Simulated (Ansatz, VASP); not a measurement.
Two plane-wave programs on SnO2

File INCAR:

```
SYSTEM = SnO2
PREC     = Accurate       ! precision mode
ENCUT    = 520            ! plane-wave cutoff, eV
EDIFF    = 1E-7           ! SCF threshold, eV
ISMEAR   = 0              ! smearing method
SIGMA    = 0.05           ! smearing width, eV
LREAL    = .FALSE.        ! projectors in reciprocal space
LASPH    = .TRUE.         ! aspherical terms in the spheres
NELM     = 80             ! most SCF steps
ALGO     = Normal         ! electronic algorithm
ISIF     = 2              ! what is computed and relaxed
LWAVE    = .FALSE.        ! write WAVECAR
LCHARG   = .TRUE.         ! write CHGCAR
GGA      = PE             ! functional
LELF     = .TRUE.         ! ELF
LVHAR    = .TRUE.       
NBANDS   = 20             ! bands
```

File KPOINTS:

```
Automatic mesh
0
G
  12 12 12
  0 0 0
```

Contents of POSCAR:

```
SnO2
1.0
    1.6022668400      0.9250691914      4.8741482374
   -1.6022668400      0.9250691914      4.8741482374
    0.0000000000     -1.8501383828      4.8741482374
Sn O
1 2
Direct
    0.5000000000      0.5000000000      0.5000000000
    0.2233609734      0.2233609734      0.2233609734
    0.7766390266      0.7766390266      0.7766390266
```

Input for Ansatz:

```yaml
crystal:
  lattice:
    - [1.60226684, 0.9250691914, 4.8741482374]
    - [-1.60226684, 0.9250691914, 4.8741482374]
    - [0.0, -1.8501383828, 4.8741482374]
  atoms:
    - { symbol: Sn, position: [0.5, 0.5, 0.5] }
    - { symbol: O, position: [0.2233609734, 0.2233609734, 0.2233609734] }
    - { symbol: O, position: [0.7766390266, 0.7766390266, 0.7766390266] }
basis:
  ecutwfc: 520.0
kpoints:
  mp_grid: { grid: [12, 12, 12] }
hamiltonian:
  xc: pbe
  pseudopotentials: { kind: paw, azcp: { folder: soft_1 } }
scf:
  occupations: { method: gaussian, width: 0.05 }
output:
  forces: true
  stress: true
  eigenvalues: true
```

Alike in both runs: task single point; functional PBE; k mesh 12 × 12 × 12; occupations gaussian, width 0.05 eV; no spin polarisation.

|  | VASP | Ansatz |
| --- | --- | --- |
| version | VASP 6.6.1 | Ansatz 0.2.0 |
| potentials or method | VASP PAW PBE potentials, release 64 (Sn_d, O), cutoff 520 eV | scalar-relativistic, plane waves, PAW |
| valence electrons in the cell | 26 | 26 |

```csv
,VASP,Ansatz,Ansatz less VASP
gap on the k mesh at the Fermi level (eV),2.49,2.50,+0.013
least direct gap on the mesh (eV),3.31,3.31,+0.001
pressure (GPa),21.7,20.9,-0.84
"traceless stress, the component that is largest in VASP (GPa)",-4.06,-3.44,+0.619
rms of the force components (eV/Å),1.404,1.371,-0.0326
```

Atom by atom the forces differ by 0.033 eV/Å (rms over components). The functional is the same, so the differences come from potentials, cutoffs and numerics.
